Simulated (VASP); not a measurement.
**Be3CdS2: single point with PBE**

The system is Be3CdS2.

```
Be Cd S
1.0
     5.22497    0.00000    0.00000
     0.00000    5.22497    0.00000
     0.00000    0.00000    3.91966
Be Cd S
3 1 2
Direct
  0.00000 0.00000 0.00000
  0.00000 0.50000 0.50000
  0.50000 0.00000 0.50000
  0.50000 0.50000 0.00000
  0.00000 0.50000 0.00000
  0.50000 0.00000 0.00000
```

| Item | Value |
| --- | --- |
| Program | VASP 6.6.1 |
| Task | single point |
| Functional | PBE |
| Potentials or basis | VASP PAW PBE potentials, release 64 (Be, Cd, S) |
| Cutoff | 600 eV |
| k mesh | 8 × 8 × 10 |
| Occupations | gaussian, width 0.1 eV |
| Spin | no spin polarisation |

* Pressure: 0.2 GPa
* Band gap on the k mesh: zero (band 15 reaches 5.02 eV, above the bottom of band 16 at 3.88 eV)

Stress tensor (GPa, compression positive):
```
 0.27  0.00  0.00
 0.00  0.27  0.00
 0.00  0.00 -0.03
```

Levels at points of the mesh, in eV from the Fermi level:
| k point | band 11 | band 12 | band 13 | band 14 | band 15 | band 16 | band 17 | band 18 | band 19 | band 20 |
| --- | --- | --- | --- | --- | --- | --- | --- | --- | --- | --- |
| (0.00, 0.00, 0.00) | -6.38 | -4.55 | -4.55 | -2.75 | -2.36 | 0.53 | 2.02 | 3.10 | 3.10 | 3.90 |
| (0.50, 0.00, 0.00) | -6.01 | -5.85 | -5.49 | -0.17 | 0.08 | 0.92 | 1.18 | 2.72 | 3.09 | 3.65 |
| (0.50, 0.50, 0.00) | -6.37 | -3.77 | -2.75 | 0.19 | 0.19 | 1.71 | 1.74 | 1.74 | 2.01 | 2.34 |
| (0.00, 0.00, 0.50) | -5.97 | -4.00 | -4.00 | -1.18 | -0.86 | -0.47 | -0.47 | 0.78 | 1.18 | 2.21 |
| (0.50, 0.00, 0.50) | -5.17 | -5.05 | -4.87 | -1.25 | -1.18 | 0.41 | 0.63 | 1.48 | 1.92 | 2.84 |
| (0.50, 0.50, 0.50) | -6.23 | -3.24 | -2.69 | -2.54 | -2.22 | 1.78 | 1.78 | 2.50 | 2.81 | 3.59 |

It took 2.1 min on 1 thread of Intel(R) Xeon(R) 6975P-C (Granite Rapids) (shared host), peak memory 0.41 GiB.
